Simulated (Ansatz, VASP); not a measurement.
Given: the input of a run of Ansatz 0.2.0 on SnSe.

The input input.yaml:

```yaml
crystal:
  lattice:
    - [0.0, 3.01, 3.01]
    - [3.01, 0.0, 3.01]
    - [3.01, 3.01, 0.0]
  atoms:
    - { symbol: Sn, position: [0.0, 0.0, 0.0] }
    - { symbol: Se, position: [0.5, 0.5, 0.5] }
kpoints:
  mp_grid: { grid: [8, 8, 8] }
scf:
  occupations: { method: fermi_dirac, width: 0.05 }
hamiltonian:
  xc: pbesol
  pseudopotentials: { kind: all_electron, lapw: { basis_error: 0.001 } }
output:
  forces: true
  stress: true
relax:
  f_tol: 0.005
  max_steps: 60
  cell: {}
```

Potentials or basis: all-electron LAPW, scalar-relativistic.

Run with:

```bash
$ ansatz run input.yaml --threads 1 --pin off --max-ram 3072MiB --backend cpu --events-out ev --progress --plain --runs-dir out
```

Translate it to VASP 6.6.1. Potentials there: VASP PAW PBE potentials, release 64 (Sn_d, Se).

As run (the cutoff follows the program's own potentials):

The input INCAR:

```
SYSTEM = SnSe
ALGO = Normal
EDIFF = 1E-7
EDIFFG = -0.005
ENCUT = 600
GGA = PS
IBRION = 2
ISIF = 3
ISMEAR = -1
LASPH = .True.
LCHARG = .False.
LREAL = .False.
LWAVE = .False.
NELM = 100
NSW = 80
PREC = Accurate
SIGMA = 0.05
```

The input KPOINTS:

```
k-points
0
Gamma
  8 8 8
  0 0 0
```

POSCAR

```
SnSe
1.0
    0.0000000000      3.0100000000      3.0100000000
    3.0100000000      0.0000000000      3.0100000000
    3.0100000000      3.0100000000      0.0000000000
Sn Se
1 1
Direct
    0.0000000000      0.0000000000      0.0000000000
    0.5000000000      0.5000000000      0.5000000000
```

Potentials or basis: VASP PAW PBE potentials, release 64 (Sn_d, Se).

The run is started by

```sh
$ cat potpaw_PBE.64/Sn_d/POTCAR potpaw_PBE.64/Se/POTCAR > POTCAR
$ mpirun -np 1 vasp_std > vasp.out
```

Both were run:

|  | VASP | Ansatz | Ansatz less VASP |
| --- | --- | --- | --- |
| relaxed volume (Å³/atom) | 26.30 | 26.27 | -0.025 |
| relaxed cell length with the largest relative difference (Å) | 4.205 | 4.204 | -0.0013 |

VASP's potentials were made for PBE, not for PBEsol. Ansatz ran all-electron here, and VASP with PAW potentials.
